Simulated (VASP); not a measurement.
# Bi2Te2Se (R-3m) in VASP: band structure with LDA

Aim: the band structure of Bi2Te2Se with LDA.

Program: VASP 6.6.1. These are calculated values, not measurements. Logs are shortened: lines on timing, memory, paths and dates and some standing lists are left out, and cuts for length are marked.

### Step 1. The cell of the first run

The structure is trigonal, space group R-3m (No. 166). Conventional cell: a = 4.322 Å, b = 4.322 Å, c = 31.757 Å, α = 90.00°, β = 90.00°, γ = 120.00°. Within 4.0 Å of Bi (site symmetry 3m) lie 3 Te at 3.05 Å and 3 Se at 3.11 Å. Within 4.0 Å of Te (site symmetry 3m) lie 3 Bi at 3.05 Å. Within 4.1 Å of Se (site symmetry -3m) lie 6 Bi at 3.11 Å.

### Step 2. Band structure, LDA, spin-orbit coupling, no magnetisation

The input, INCAR:

```
PREC = Accurate ; ENCUT = 520
EDIFF = 1E-6 ; ISMEAR = 0
SIGMA = 0.02 ; LREAL = F
LASPH = T ; NELM = 80
ALGO = Normal ; ISIF = 2
LWAVE = F ; LCHARG = F
MAGMOM = 0 0 0 0 0 0 0 0 0 0 0 0 0 0 0 ; LORBIT = 11
LSORBIT = T ; GGA_COMPAT = F
GGA = CA ; KPAR = 4
```

The input, KPOINTS:

```
regular mesh
0
Gamma
  6 6 6
```

The input, POSCAR:

```
Bi2Te2Se
1.0
    2.1609687617      1.2476358963     10.5855712543
   -2.1609687617      1.2476358963     10.5855712543
    0.0000000000     -2.4952717926     10.5855712543
Bi Te Se
2 2 1
Direct
    0.3917212400      0.3917212400      0.3917212400
    0.6082787600      0.6082787600      0.6082787600
    0.7804048700      0.7804048700      0.7804048700
    0.2195951300      0.2195951300      0.2195951300
    0.0000000000      0.0000000000      0.0000000000
```

The input, KPOINTS_OPT:

```
path GLB1,BZGX,QFP1Z,LP
15
line-mode
reciprocal
 0.0000000000  0.0000000000  0.0000000000  G
 0.5000000000  0.0000000000  0.0000000000  L

 0.5000000000  0.0000000000  0.0000000000  L
 0.5000000000  0.1759276236 -0.1759276236  B1

 0.8240723764  0.5000000000  0.1759276236  B
 0.5000000000  0.5000000000  0.5000000000  Z

 0.5000000000  0.5000000000  0.5000000000  Z
 0.0000000000  0.0000000000  0.0000000000  G

 0.0000000000  0.0000000000  0.0000000000  G
 0.3379638118  0.0000000000 -0.3379638118  X

 0.6620361882  0.3379638118  0.0000000000  Q
 0.5000000000  0.5000000000  0.0000000000  F

 0.5000000000  0.5000000000  0.0000000000  F
 0.6620361882  0.6620361882  0.1759276236  P1

 0.6620361882  0.6620361882  0.1759276236  P1
 0.5000000000  0.5000000000  0.5000000000  Z

 0.5000000000  0.0000000000  0.0000000000  L
 0.8240723764  0.3379638118  0.3379638118  P
```

Potentials or basis: VASP PAW LDA potentials, release 64 (Bi_d, Te, Se).

Launch:

```bash
$ cat potpaw_LDA.64/Bi_d/POTCAR potpaw_LDA.64/Te/POTCAR potpaw_LDA.64/Se/POTCAR > POTCAR
$ mpirun -np 4 vasp_ncl > vasp.out
```

OUTCAR:

```text
PREC = Accurate
   ENCUT = 520
   EDIFF = 1E-6
   ISMEAR = 0
   LREAL = F
   LASPH = T
   NELM = 80
   ISIF = 2
   LORBIT = 11
   LSORBIT = T
   GGA = CA

 ion  position               nearest neighbor table
   1  0.392  0.392  0.392-   3 3.05   3 3.05   3 3.05   5 3.11   5 3.11   5 3.11
   2  0.608  0.608  0.608-   4 3.05   4 3.05   4 3.05   5 3.11   5 3.11   5 3.11
   3  0.780  0.780  0.780-   1 3.05   1 3.05   1 3.05
   4  0.220  0.220  0.220-   2 3.05   2 3.05   2 3.05
   5  0.000  0.000  0.000-   2 3.11   2 3.11   1 3.11   1 3.11   2 3.11   1 3.11

  LATTYP: Found a trigonal (rhomboedric) cell.
 ALAT       =    10.8756930859
 COS(alpha) =     0.9210389187

  Lattice vectors:

 A1 = (   2.1609687617,   1.2476358963,  10.5855712543)
 A2 = (  -2.1609687617,   1.2476358963,  10.5855712543)
 A3 = (   0.0000000000,  -2.4952717926,  10.5855712543)

Analysis of symmetry for initial positions (statically):
=====================================================================
 Subroutine PRICEL returns:
 Original cell was already a primitive cell.

 Routine SETGRP: Setting up the symmetry group for a
 trigonal (rhombohedral) supercell.

 Subroutine GETGRP returns: Found 12 space group operations
 (whereof 12 operations were pure point group operations)
 out of a pool of 12 trial point group operations.

The static configuration has the point symmetry D_3d.

Analysis of symmetry for dynamics (positions and initial velocities):
=====================================================================
 Subroutine PRICEL returns:
 Original cell was already a primitive cell.

 Routine SETGRP: Setting up the symmetry group for a
 trigonal (rhombohedral) supercell.

 Subroutine GETGRP returns: Found 12 space group operations
 (whereof 12 operations were pure point group operations)
 out of a pool of 12 trial point group operations.

The dynamic configuration has the point symmetry D_3d.

Analysis of structural, dynamic, and magnetic symmetry:
=====================================================================
 Subroutine PRICEL returns:
 Original cell was already a primitive cell.

 Routine SETGRP: Setting up the symmetry group for a
 trigonal (rhombohedral) supercell.

 Subroutine GETGRP returns: Found 12 space group operations
 (whereof 12 operations were pure point group operations)
 out of a pool of 12 trial point group operations.

[... 1597 lines left out ...]
  energy-cutoff  :      520.00
  volume of cell :      171.24
      direct lattice vectors                 reciprocal lattice vectors
     2.160968762  1.247635896 10.585571254     0.231377708  0.133585982  0.031489404
    -2.160968762  1.247635896 10.585571254    -0.231377708  0.133585982  0.031489404
     0.000000000 -2.495271793 10.585571254     0.000000000 -0.267171964  0.031489404

 POSITION                                       TOTAL-FORCE (eV/Angst)
 -----------------------------------------------------------------------------------
      0.00000      0.00000     12.43978         0.000000     -0.000000     -0.086841
      0.00000      0.00000     19.31693         0.000000      0.000000      0.086841
      0.00000      0.00000     24.78309         0.000000     -0.000000      0.012324
      0.00000      0.00000      6.97362         0.000000      0.000000     -0.012324
      0.00000      0.00000      0.00000         0.000000      0.000000      0.000000
 -----------------------------------------------------------------------------------
    total drift:                               -0.000000     -0.000000      0.000000

  FREE ENERGIE OF THE ION-ELECTRON SYSTEM (eV)
  ---------------------------------------------------
  free  energy   TOTEN  =       -23.7769485334 eV

  energy  without entropy=      -23.7769485332  energy(sigma->0) =      -23.77694853

 Spin-Orbit-Coupling matrix elements

 Ion:    1  E_soc:     -1.4455350
 l=   1
     0.0000000    -0.1750160    -0.1730505
    -0.1750160     0.0000000    -0.1750160
    -0.1730505    -0.1750160     0.0000000
 l=   2
     0.0000000    -0.0133069     0.0000000    -0.0133069    -0.0534334
    -0.0133069     0.0000000    -0.0399047    -0.0132148    -0.0133069
     0.0000000    -0.0399047     0.0000000    -0.0399047     0.0000000
    -0.0133069    -0.0132148    -0.0399047     0.0000000    -0.0133069
    -0.0534334    -0.0133069     0.0000000    -0.0133069     0.0000000
 l=   3
     0.0000000     0.0000000     0.0000000     0.0000000     0.0000000     0.0000000     0.0000000
     0.0000000     0.0000000     0.0000000     0.0000000     0.0000000     0.0000000     0.0000000
     0.0000000     0.0000000     0.0000000     0.0000000     0.0000000     0.0000000     0.0000000
     0.0000000     0.0000000     0.0000000     0.0000000     0.0000000     0.0000000     0.0000000
[... 69 lines left out ...]
 l=   2
     0.0000000     0.0000033     0.0000000     0.0000033     0.0000106
     0.0000033     0.0000000     0.0000078     0.0000017     0.0000033
     0.0000000     0.0000078     0.0000000     0.0000078     0.0000000
     0.0000033     0.0000017     0.0000078     0.0000000     0.0000033
     0.0000106     0.0000033     0.0000000     0.0000033     0.0000000
 l=   3
     0.0000000     0.0000000     0.0000000     0.0000000     0.0000000     0.0000000     0.0000000
     0.0000000     0.0000000     0.0000000     0.0000000     0.0000000     0.0000000     0.0000000
     0.0000000     0.0000000     0.0000000     0.0000000     0.0000000     0.0000000     0.0000000
     0.0000000     0.0000000     0.0000000     0.0000000     0.0000000     0.0000000     0.0000000
     0.0000000     0.0000000     0.0000000     0.0000000     0.0000000     0.0000000     0.0000000
     0.0000000     0.0000000     0.0000000     0.0000000     0.0000000     0.0000000     0.0000000
     0.0000000     0.0000000     0.0000000     0.0000000     0.0000000     0.0000000     0.0000000

 total charge

# of ion       s       p       d       tot
------------------------------------------
    1        1.597   1.138   9.949  12.683
    2        1.597   1.138   9.949  12.683
    3        1.408   1.919   0.021   3.348
    4        1.408   1.919   0.021   3.348
    5        1.483   2.285   0.019   3.787
--------------------------------------------------
tot          7.492   8.398  19.959  35.849

 magnetization (x)

# of ion       s       p       d       tot
------------------------------------------
    1       -0.000   0.000   0.000  -0.000
    2       -0.000   0.000   0.000  -0.000
    3       -0.000   0.000   0.000   0.000
    4       -0.000   0.000   0.000   0.000
    5       -0.000  -0.000  -0.000  -0.000
--------------------------------------------------
tot         -0.000   0.000   0.000   0.000

 magnetization (y)

# of ion       s       p       d       tot
------------------------------------------
    1        0.000   0.000   0.000   0.000
    2        0.000  -0.000   0.000  -0.000
    3       -0.000   0.000   0.000  -0.000
    4       -0.000   0.000   0.000  -0.000
    5        0.000   0.000   0.000   0.000
--------------------------------------------------
tot         -0.000  -0.000   0.000  -0.000

 magnetization (z)

# of ion       s       p       d       tot
------------------------------------------
    1        0.000   0.000   0.000   0.000
    2        0.000   0.000   0.000   0.000
    3        0.000   0.000   0.000   0.000
    4        0.000   0.000   0.000   0.000
    5        0.000   0.000   0.000   0.000
--------------------------------------------------
tot          0.000   0.000   0.000   0.000
```

stdout:

```text
POSCAR found type information on POSCAR BiTeSe
 POSCAR found :  3 types and       5 ions
 scaLAPACK will be used
 LDA part: xc-table for (Slater(with rela. corr.)+CA(PZ))
 , standard interpolation
 POSCAR, INCAR and KPOINTS ok, starting setup
 FFT: planning ... GRIDC
 FFT: planning ... GRID_SOFT
 FFT: planning ... GRID
 WAVECAR not read
 entering main loop
 Start KPOINTS_OPT (optional k-point list driver)
k-point batch [1-32\135]
k-point batch [33-64\135]
k-point batch [65-96\135]
k-point batch [97-128\135]
k-point batch [129-135\135]
```

Wall time 2.1 h (4 MPI ranks of AMD EPYC 7R13 (Zen 3), shared host); peak memory 2.9 GiB.

What came out:

* Free energy: -23.7769 eV
* Pressure: -2.2 GPa
* Largest force: 0.087 eV/Å
* Valence electrons inside the program's atomic spheres: Bi 12.68; Te 3.35; Se 3.79

Forces in eV/Å, atoms in the order of the input:
```
Bi   0.000  0.000 -0.087
Bi   0.000  0.000  0.087
Te   0.000  0.000  0.012
Te   0.000  0.000 -0.012
Se   0.000  0.000  0.000
```
